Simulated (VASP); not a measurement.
Here is a VASP 6.6.1 calculation.

Contents of INCAR:

```
ALGO = Normal
EDIFF = 1E-7
ENCUT = 520
GGA = PS
ISIF = 2
ISMEAR = 0
LASPH = T
LCHARG = F
LREAL = F
LWAVE = F
NBANDS = 15
NELM = 100
PREC = Accurate
SIGMA = 0.01
```

KPOINTS

```
k-points
0
Gamma
  8 8 8
```

POSCAR

```
CaO
1.0
    2.3411525506      2.3411525506      0.0000000000
   -2.3411525506      2.3411525506      0.0000000000
    0.0000000000      2.3411525506      2.3411525506
Ca O
1 1
Direct
    0.0000000000      0.0000000000      0.0000000000
    0.5000000000      0.5000000000      0.0000000000
```

Potentials or basis: VASP PAW PBE potentials, release 64 (Ca_sv, O).

Run with:

```bash
$ cat potpaw_PBE.64/Ca_sv/POTCAR potpaw_PBE.64/O/POTCAR > POTCAR
$ mpirun -np 1 vasp_std > vasp.out
```

(1) Estimate the pressure.

(2) What does it give for the band gap on the k mesh?

Answers

(1) 7.8 GPa.

(2) 3.48 eV, indirect (least direct gap 3.84 eV).

Caveat: the PAW data sets were made with another functional, which shifts forces and pressure a little.
